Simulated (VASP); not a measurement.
# Cu3N (Pm-3m) in VASP: further runs

The runs below take Cu3N through single point, with PBE.

All numbers are computed with VASP 6.6.1; they aren't measurements. Logs are shortened: lines on timing, memory, paths and dates and some standing lists are left out, and cuts for length are marked.

## 1. The cell of the first run

The structure is cubic, space group Pm-3m (No. 221). Conventional cell: a = 3.648 Å, b = 3.648 Å, c = 3.648 Å, α = 90.00°, β = 90.00°, γ = 90.00°. Cu (site symmetry 4/mmm) has 2 N at 1.82 Å within 2.4 Å. N (site symmetry m-3m) has 6 Cu at 1.82 Å within 2.4 Å.

## 2. Single point, PBE

Input file INCAR:

```
PREC = Accurate
ENCUT = 600
EDIFF = 1E-6
ISMEAR = -1
SIGMA = 0.1
LREAL = False
LASPH = True
NELM = 120
ALGO = Normal
ISIF = 2
LWAVE = False
LCHARG = False
GGA = PE
NBANDS = 27
GGA_COMPAT = False
```

Input file KPOINTS:

```
regular mesh
0
Gamma
  5 5 5
```

Input file POSCAR:

```
Cu3N
1.0
    3.6481870792      0.0000000000      0.0000000000
    0.0000000000      3.6481870792      0.0000000000
    0.0000000000      0.0000000000      3.6481870792
Cu N
3 1
Direct
    0.5000000000      0.0000000000      0.0000000000
    0.0000000000      0.5000000000      0.0000000000
    0.0000000000      0.0000000000      0.5000000000
    0.0000000000      0.0000000000      0.0000000000
```

Potentials or basis: VASP PAW PBE potentials, release 64 (Cu, N).

The run is started by

```console
$ cat potpaw_PBE.64/Cu/POTCAR potpaw_PBE.64/N/POTCAR > POTCAR
$ mpirun -np 1 vasp_std > vasp.out
```

OUTCAR:

```text
PREC = Accurate
   ENCUT = 600
   EDIFF = 1E-6
   ISMEAR = -1
   LREAL = False
   LASPH = True
   NELM = 120
   ISIF = 2
   GGA = PE

 ion  position               nearest neighbor table
   1  0.500  0.000  0.000-   4 1.82   4 1.82   2 2.58   3 2.58   2 2.58   2 2.58   3 2.58   3 2.58
                             3 2.58   2 2.58
   2  0.000  0.500  0.000-   4 1.82   4 1.82   1 2.58   3 2.58   1 2.58   3 2.58   3 2.58   3 2.58
                             1 2.58   1 2.58
   3  0.000  0.000  0.500-   4 1.82   4 1.82   1 2.58   1 2.58   2 2.58   2 2.58   2 2.58   2 2.58
                             1 2.58   1 2.58
   4  0.000  0.000  0.000-   1 1.82   2 1.82   3 1.82   3 1.82   2 1.82   1 1.82

  LATTYP: Found a simple cubic cell.
 ALAT       =     3.6481870792

  Lattice vectors:

 A1 = (   3.6481870792,   0.0000000000,   0.0000000000)
 A2 = (   0.0000000000,   3.6481870792,   0.0000000000)
 A3 = (   0.0000000000,   0.0000000000,   3.6481870792)

Analysis of symmetry for initial positions (statically):
=====================================================================
 Subroutine PRICEL returns:
 Original cell was already a primitive cell.

 Routine SETGRP: Setting up the symmetry group for a
 simple cubic supercell.

 Subroutine GETGRP returns: Found 48 space group operations
 (whereof 48 operations were pure point group operations)
 out of a pool of 48 trial point group operations.

The static configuration has the point symmetry O_h .

Analysis of symmetry for dynamics (positions and initial velocities):
=====================================================================
 Subroutine PRICEL returns:
 Original cell was already a primitive cell.

 Routine SETGRP: Setting up the symmetry group for a
 simple cubic supercell.

 Subroutine GETGRP returns: Found 48 space group operations
 (whereof 48 operations were pure point group operations)
 out of a pool of 48 trial point group operations.

The dynamic configuration has the point symmetry O_h .

 Subroutine INISYM returns: Found 48 space group operations
 (whereof 48 operations are pure point group operations),
 and found     1 'primitive' translations

----------------------------------------------------------------------------------------

                                     Primitive cell

[... 75 lines left out ...]
   LSORBIT =      F    spin-orbit coupling
   LASPH  =      T    aspherical Exc in radial PAW
   ENCUT  =  600.0 eV  44.10 Ry    6.64 a.u.   7.29  7.29  7.29*2*pi/ulx,y,z
   NELM   =    120;   NELMIN=  2; NELMDL= -5     # of ELM steps
   EDIFF  = 0.1E-05   stopping-criterion for ELM
   LREAL  =      F    real-space projection
   EDIFFG = 0.1E-04   stopping-criterion for IOM
   NSW    =      0    number of steps for IOM
   IBRION =     -1    ionic relax: 0-MD 1-quasi-New 2-CG
   NFREE  =      0    steps in history (QN), initial steepest desc. (CG)
   ISIF   =      2    stress and relaxation
   ISYM   =      2    0-nonsym 1-usesym 2-fastsym
   POTIM  = 0.5000    time-step for ionic-motion
   TEBEG  =    0.0;   TEEND  =   0.0 temperature during run
   PSTRESS=    0.0 pullay stress
   NELECT =      38.0000    total number of electrons
   NUPDOWN=      -1.0000    fix difference up-down
   EMIN   =  10.00;   EMAX   =-10.00  energy-range for DOS
   EFERMI =   0.00;   METHOD = LEGACY
   ISMEAR =    -1;   SIGMA  =   0.10  broadening in eV -4-tet -1-fermi 0-gaus
   EFERMI_NEDOS =   21; number of points for ismear=-14 and -15
   IALGO  =     38    algorithm
   IMIX   =      4    mixing-type and parameters
     AMIX     =   0.40;   BMIX     =  1.00
     AMIX_MAG =   1.60;   BMIX_MAG =  1.00
  volume/ion in A,a.u.               =      12.14        81.92
  Fermi-wavevector in a.u.,A,eV,Ry     =   1.508663  2.850960 30.967735  2.276064
  Thomas-Fermi vector in A             =   2.619088
   LORBIT       =      0    0 simple, 1 ext, 2 COOP (PROOUT), +10 PAW based schemes
   GGA     = PE    functional components
   LHFCALC =     F    Hartree Fock is set to
   AEXX    =    0.0000 exact exchange contribution
   IVDW    =     0    specifies the selected vdW correction
   LEPSILON=     F    determine dielectric tensor
   LRPA    =     F    only Hartree local field effects (RPA)
 non-spin polarized calculation
  energy-cutoff  :      600.00
  volume of cell :       48.55
 maximum number of plane-waves:      1647
 NGX is ok and might be reduce to    30
   NGX = 15   NGY = 15   NGZ = 15

 number of electron      37.9999980 magnetization

 Free energy of the ion-electron system (eV)
  ---------------------------------------------------
  ext. energy  EPLUGINS =         0.00000000
  ---------------------------------------------------
  free energy    TOTEN  =       -17.90388394 eV

  energy without entropy =      -17.90331752  energy(sigma->0) =      -17.90360073

 E-fermi :   6.6886     XC(G=0): -11.5064

 val. band max:        5.9786763508   @ k =   0.4000   0.4000   0.4000
 cond. band min:       7.3399668203   @ k =   0.4000   0.4000   0.0000
 fundamental gap:      1.3612904695
 Fermi energy:         6.6886353231

 k-point     1 :       0.0000    0.0000    0.0000
  band No.  band energies     occupation
      1     -11.6989      2.00000
      2       0.2742      2.00000
      3       0.8705      2.00000
      4       0.8705      2.00000
      5       0.8705      2.00000
      6       1.7610      2.00000
[... 289 lines left out ...]
     26      15.0427      0.00000
     27      19.6633      0.00000

------------------------ aborting loop because EDIFF is reached ----------------------------------------

  FORCE on cell =-STRESS in cart. coord.  units (eV):
  Direction    XX          YY          ZZ          XY          YZ          ZX
  --------------------------------------------------------------------------------------
  -------------------------------------------------------------------------------------
  Total        7.2577558      7.2577558      7.2577558      0.0000000      0.0000000     -0.0000000
  in kB      239.4868294    239.4868294    239.4868294      0.0000000      0.0000000     -0.0000000
  external PRESSURE =     239.4868294 kB  Pullay stress =       0.0000000 kB

 VOLUME and BASIS-vectors are now :
 -----------------------------------------------------------------------------
  energy-cutoff  :      600.00
  volume of cell :       48.55
      direct lattice vectors                 reciprocal lattice vectors
     3.648187079  0.000000000  0.000000000     0.274108750  0.000000000  0.000000000
     0.000000000  3.648187079  0.000000000     0.000000000  0.274108750  0.000000000
     0.000000000  0.000000000  3.648187079     0.000000000  0.000000000  0.274108750

 POSITION                                       TOTAL-FORCE (eV/Angst)
 -----------------------------------------------------------------------------------
      1.82409      0.00000      0.00000         0.000000      0.000000      0.000000
      0.00000      1.82409      0.00000         0.000000      0.000000      0.000000
      0.00000      0.00000      1.82409         0.000000      0.000000      0.000000
      0.00000      0.00000      0.00000         0.000000      0.000000      0.000000
 -----------------------------------------------------------------------------------
    total drift:                                0.000000      0.000000      0.000000

  FREE ENERGIE OF THE ION-ELECTRON SYSTEM (eV)
  ---------------------------------------------------
  free  energy   TOTEN  =       -17.9038839397 eV

  energy  without entropy=      -17.9033175192  energy(sigma->0) =      -17.90360073
```

OSZICAR:

```text
N       E                     dE             d eps       ncg     rms          rms(c)
DAV:   1     0.313545635142E+03    0.31355E+03   -0.19324E+04   564   0.261E+03
DAV:   2     0.170767730752E+02   -0.29647E+03   -0.28175E+03   540   0.402E+02
DAV:   3    -0.211820307560E+02   -0.38259E+02   -0.36727E+02   646   0.174E+02
DAV:   4    -0.229875572955E+02   -0.18055E+01   -0.17917E+01   726   0.417E+01
DAV:   5    -0.230079007539E+02   -0.20343E-01   -0.20338E-01   724   0.429E+00    0.163E+01
DAV:   6    -0.198058806217E+02    0.32020E+01   -0.33937E+01   694   0.137E+02    0.897E+00
DAV:   7    -0.179322496088E+02    0.18736E+01   -0.88897E+00   672   0.724E+01    0.273E+00
DAV:   8    -0.179362065801E+02   -0.39570E-02   -0.47821E-01   628   0.522E+00    0.169E+00
DAV:   9    -0.179042141834E+02    0.31992E-01   -0.26755E-02   831   0.298E+00    0.201E-01
DAV:  10    -0.179039235385E+02    0.29064E-03   -0.37393E-03   730   0.723E-01    0.830E-02
DAV:  11    -0.179039079440E+02    0.15594E-04   -0.89960E-04   796   0.373E-01    0.548E-02
DAV:  12    -0.179038849824E+02    0.22962E-04   -0.16063E-04   882   0.150E-01    0.131E-02
DAV:  13    -0.179038834012E+02    0.15812E-05   -0.27779E-05   710   0.636E-02    0.471E-03
DAV:  14    -0.179038839397E+02   -0.53852E-06   -0.17041E-06   490   0.123E-02
   1 F= -.17903884E+02 E0= -.17903601E+02  d E =-.566420E-03
```

Wall time 43 s (1 thread of AMD EPYC 7R13, shared host); peak memory 0.14 GiB.

What came out:

```yaml
Free_energy: -17.9039 eV
Pressure: 23.9 GPa
Band_gap_on_the_k_mesh: 1.36 eV, indirect (least direct gap 1.68 eV)
```

Levels at points of the mesh, in eV from the valence-band top:
```
           k point  band 16  band 17  band 18  band 19  band 20  band 21  band 22  band 23
(0.00, 0.00, 0.00)    -1.70    -1.70    -1.70    -1.63     1.89     6.35     6.35     7.30
```

## 3. Single point, PBE

This run uses another cell than the first one, of 12.69 Å³/atom, 1.045 times its volume.

INCAR is that of step 2.

KPOINTS is that of step 2.

Input file POSCAR:

```
Cu3N
1.0
    3.7026456614      0.0000000000      0.0000000000
    0.0000000000      3.7026456614      0.0000000000
    0.0000000000      0.0000000000      3.7026456614
Cu N
3 1
Direct
    0.5000000000      0.0000000000      0.0000000000
    0.0000000000      0.5000000000      0.0000000000
    0.0000000000      0.0000000000      0.5000000000
    0.0000000000      0.0000000000      0.0000000000
```

Potentials or basis: VASP PAW PBE potentials, release 64 (Cu, N).

The run is started by

```console
$ cat potpaw_PBE.64/Cu/POTCAR potpaw_PBE.64/N/POTCAR > POTCAR
$ mpirun -np 1 vasp_std > vasp.out
```

OUTCAR:

```text
PREC = Accurate
   ENCUT = 600
   EDIFF = 1E-6
   ISMEAR = -1
   LREAL = False
   LASPH = True
   NELM = 120
   ISIF = 2
   GGA = PE

 ion  position               nearest neighbor table
   1  0.500  0.000  0.000-   4 1.85   4 1.85   2 2.62   3 2.62   2 2.62   2 2.62   3 2.62   3 2.62
                             3 2.62   2 2.62
   2  0.000  0.500  0.000-   4 1.85   4 1.85   1 2.62   3 2.62   1 2.62   3 2.62   3 2.62   3 2.62
                             1 2.62   1 2.62
[... 487 lines left out ...]
  --------------------------------------------------------------------------------------
  -------------------------------------------------------------------------------------
  Total        4.7965248      4.7965248      4.7965248      0.0000000      0.0000000      0.0000000
  in kB      151.3912657    151.3912657    151.3912657      0.0000000      0.0000000      0.0000000
  external PRESSURE =     151.3912657 kB  Pullay stress =       0.0000000 kB

 VOLUME and BASIS-vectors are now :
 -----------------------------------------------------------------------------
  energy-cutoff  :      600.00
  volume of cell :       50.76
      direct lattice vectors                 reciprocal lattice vectors
     3.702645661  0.000000000  0.000000000     0.270077153  0.000000000  0.000000000
     0.000000000  3.702645661  0.000000000     0.000000000  0.270077153  0.000000000
     0.000000000  0.000000000  3.702645661     0.000000000  0.000000000  0.270077153

 POSITION                                       TOTAL-FORCE (eV/Angst)
 -----------------------------------------------------------------------------------
      1.85132      0.00000      0.00000         0.000000      0.000000      0.000000
      0.00000      1.85132      0.00000         0.000000      0.000000      0.000000
      0.00000      0.00000      1.85132         0.000000      0.000000      0.000000
      0.00000      0.00000      0.00000         0.000000      0.000000      0.000000
 -----------------------------------------------------------------------------------
    total drift:                                0.000000      0.000000      0.000000

  FREE ENERGIE OF THE ION-ELECTRON SYSTEM (eV)
  ---------------------------------------------------
  free  energy   TOTEN  =       -18.1710170929 eV

  energy  without entropy=      -18.1705390821  energy(sigma->0) =      -18.17077809
```

OSZICAR:

```text
N       E                     dE             d eps       ncg     rms          rms(c)
DAV:   1     0.314497571283E+03    0.31450E+03   -0.19335E+04   556   0.255E+03
DAV:   2     0.181768792911E+02   -0.29632E+03   -0.28222E+03   540   0.405E+02
DAV:   3    -0.213417850498E+02   -0.39519E+02   -0.37568E+02   682   0.173E+02
DAV:   4    -0.230903720930E+02   -0.17486E+01   -0.17292E+01   759   0.391E+01
DAV:   5    -0.231089406113E+02   -0.18569E-01   -0.18564E-01   718   0.403E+00    0.161E+01
DAV:   6    -0.202007268787E+02    0.29082E+01   -0.34595E+01   697   0.136E+02    0.933E+00
DAV:   7    -0.181913317674E+02    0.20094E+01   -0.90861E+00   667   0.735E+01    0.266E+00
DAV:   8    -0.182006842225E+02   -0.93525E-02   -0.52508E-01   611   0.531E+00    0.161E+00
DAV:   9    -0.181715535495E+02    0.29131E-01   -0.29284E-02   831   0.264E+00    0.228E-01
DAV:  10    -0.181711072723E+02    0.44628E-03   -0.52280E-03   726   0.939E-01    0.945E-02
DAV:  11    -0.181710414258E+02    0.65847E-04   -0.97538E-04   766   0.461E-01    0.504E-02
DAV:  12    -0.181710170919E+02    0.24334E-04   -0.18160E-04   814   0.157E-01    0.101E-02
DAV:  13    -0.181710166286E+02    0.46333E-06   -0.23728E-05   678   0.516E-02    0.590E-03
DAV:  14    -0.181710170929E+02   -0.46435E-06   -0.36674E-06   545   0.194E-02
   1 F= -.18171017E+02 E0= -.18170778E+02  d E =-.478011E-03
```

Wall time 38 s (1 thread of AMD EPYC 7R13, shared host); peak memory 0.14 GiB.

What came out:

```yaml
Free_energy: -18.1710 eV
Pressure: 15.1 GPa
Band_gap_on_the_k_mesh: 1.40 eV, indirect (least direct gap 1.73 eV)
```

## 4. Single point, PBE

This run uses another cell than the first one, of 13.24 Å³/atom, 1.091 times its volume.

Input file INCAR:

```
SYSTEM = Cu3N
ALGO = Normal
EDIFF = 1E-6
ENCUT = 600
GGA = PE
GGA_COMPAT = .FALSE.
ISIF = 2
ISMEAR = -1
LASPH = .TRUE.
LCHARG = .TRUE.
LELF = .TRUE.
LREAL = .FALSE.
LVHAR = .TRUE.
LWAVE = .FALSE.
NBANDS = 27
NELM = 120
PREC = Accurate
SIGMA = 0.1
```

Input file KPOINTS:

```
k-points
0
G
  5 5 5
  0 0 0
```

Input file POSCAR:

```
Cu3N
1.0
    3.7555477468      0.0000000000      0.0000000000
    0.0000000000      3.7555477468      0.0000000000
    0.0000000000      0.0000000000      3.7555477468
Cu N
3 1
Direct
    0.5000000000      0.0000000000      0.0000000000
    0.0000000000      0.5000000000      0.0000000000
    0.0000000000      0.0000000000      0.5000000000
    0.0000000000      0.0000000000      0.0000000000
```

The run is started by

```console
$ cat potpaw_PBE.64/Cu/POTCAR potpaw_PBE.64/N/POTCAR > POTCAR
$ mpirun -np 1 vasp_std > vasp.out
```

It took 41 s on 1 thread of AMD EPYC 7R13, shared host; peak memory 0.14 GiB.

It converged, with:

* Free energy: -18.3287 eV
* Pressure: 8.1 GPa
* Band gap on the k mesh: 1.44 eV, indirect (least direct gap 1.77 eV)

Levels at points of the mesh, in eV from the valence-band top:
| k point | band 16 | band 17 | band 18 | band 19 | band 20 | band 21 | band 22 | band 23 |
| --- | --- | --- | --- | --- | --- | --- | --- | --- |
| (0.00, 0.00, 0.00) | -1.55 | -1.55 | -1.55 | -1.49 | 1.53 | 5.89 | 5.89 | 7.09 |

A k mesh can miss the band edges. PBE gaps usually lie below the measured ones, often by a third to a half.

## 5. Single point, PBE

This run uses another cell than the first one, of 13.79 Å³/atom, 1.136 times its volume.

Input file INCAR:

```
SYSTEM = Cu3N
PREC = Accurate ; ENCUT = 600
EDIFF = 1E-6 ; ISMEAR = -1
SIGMA = 0.1 ; LREAL = .FALSE.
LASPH = .TRUE. ; NELM = 120
ALGO = Normal ; ISIF = 2
LWAVE = .FALSE. ; LCHARG = .FALSE.
GGA = PE ; NBANDS = 27
GGA_COMPAT = .FALSE.
```

Input file KPOINTS:

```
Automatic mesh
0
G
  5 5 5
  0 0 0
```

Input file POSCAR:

```
Cu3N
1.0
    3.8070000000      0.0000000000      0.0000000000
    0.0000000000      3.8070000000      0.0000000000
    0.0000000000      0.0000000000      3.8070000000
Cu N
3 1
Direct
    0.5000000000      0.0000000000      0.0000000000
    0.0000000000      0.5000000000      0.0000000000
    0.0000000000      0.0000000000      0.5000000000
    0.0000000000      0.0000000000      0.0000000000
```

The run is started by

```console
$ cat potpaw_PBE.64/Cu/POTCAR potpaw_PBE.64/N/POTCAR > POTCAR
$ mpirun -np 1 vasp_std > vasp.out
```

Wall time 37 s (1 thread of AMD EPYC 7R13, shared host); peak memory 0.14 GiB.

It converged, with:

```yaml
Free_energy: -18.3989 eV
Pressure: 2.5 GPa
Band_gap_on_the_k_mesh: 1.37 eV, indirect (least direct gap 1.80 eV)
```

Levels at points of the mesh, in eV from the valence-band top:
```csv
k point,band 15,band 16,band 17,band 18,band 19,band 20,band 21,band 22,band 23,band 24
"(0.00, 0.00, 0.00)",-2.00,-1.47,-1.47,-1.47,-1.43,1.37,5.68,5.68,6.99,6.99
```

A k mesh can miss the band edges. Expect the measured gap to be larger: semilocal functionals such as PBE lack the derivative discontinuity.

## 6. Single point, PBE

This run uses another cell than the first one, of 14.35 Å³/atom, 1.182 times its volume.

Input file INCAR:

```
SYSTEM = Cu3N
PREC     = Accurate       ! precision mode
ENCUT    = 600            ! plane-wave cutoff, eV
EDIFF    = 1E-6           ! SCF threshold, eV
ISMEAR   = -1             ! smearing method
SIGMA    = 0.1            ! smearing width, eV
LREAL    = .False.        ! projectors in reciprocal space
LASPH    = .True.         ! aspherical terms in the spheres
NELM     = 120            ! most SCF steps
ALGO     = Normal         ! electronic algorithm
ISIF     = 2              ! what is computed and relaxed
LWAVE    = .False.        ! write WAVECAR
LCHARG   = .False.        ! write CHGCAR
GGA      = PE             ! functional
NBANDS   = 27             ! bands
GGA_COMPAT= .False.
```

Input file KPOINTS:

```
Automatic mesh
0
Gamma
  5 5 5
  0 0 0
```

Input file POSCAR:

```
Cu3N
1.0
    3.8570978503      0.0000000000      0.0000000000
    0.0000000000      3.8570978503      0.0000000000
    0.0000000000      0.0000000000      3.8570978503
Cu N
3 1
Direct
    0.5000000000      0.0000000000      0.0000000000
    0.0000000000      0.5000000000      0.0000000000
    0.0000000000      0.0000000000      0.5000000000
    0.0000000000      0.0000000000      0.0000000000
```

Potentials or basis: VASP PAW PBE potentials, release 64 (Cu, N).

The run is started by

```console
$ cat potpaw_PBE.64/Cu/POTCAR potpaw_PBE.64/N/POTCAR > POTCAR
$ mpirun -np 1 vasp_std > vasp.out
```

Wall time 38 s (1 thread of AMD EPYC 7R13, shared host); peak memory 0.15 GiB.

Results (log left out):

- Free energy: -18.3999 eV
- Pressure: -2.0 GPa
- Band gap on the k mesh: 1.23 eV, indirect (least direct gap 1.84 eV)

Levels at points of the mesh, in eV from the valence-band top:
```
           k point  band 16  band 17  band 18  band 19  band 20  band 21  band 22  band 23
(0.00, 0.00, 0.00)    -1.41    -1.41    -1.41    -1.37     1.23     5.49     5.49     6.90
```

A k mesh can miss the band edges. PBE gaps usually lie below the measured ones, often by a third to a half.

## 7. Overview

| cell | gap on the mesh (eV) | pressure (GPa) |
| --- | --- | --- |
| a = 3.648 Å, 4 atoms | 1.36 | 23.9 |
| a = 3.703 Å, 4 atoms | 1.40 | 15.1 |
| a = 3.756 Å, 4 atoms | 1.44 | 8.1 |
| a = 3.807 Å, 4 atoms | 1.37 | 2.5 |
| a = 3.857 Å, 4 atoms | 1.23 | -2.0 |

Alike in all rows: task single point; level PBE; potentials or basis VASP PAW PBE potentials, release 64 (Cu, N); no spin polarisation; k mesh 5 × 5 × 5; cutoff (eV) 600; smearing fermi-dirac 0.1 eV.

Total energies depend on the potentials used, so only differences within one code and one set of settings carry meaning.
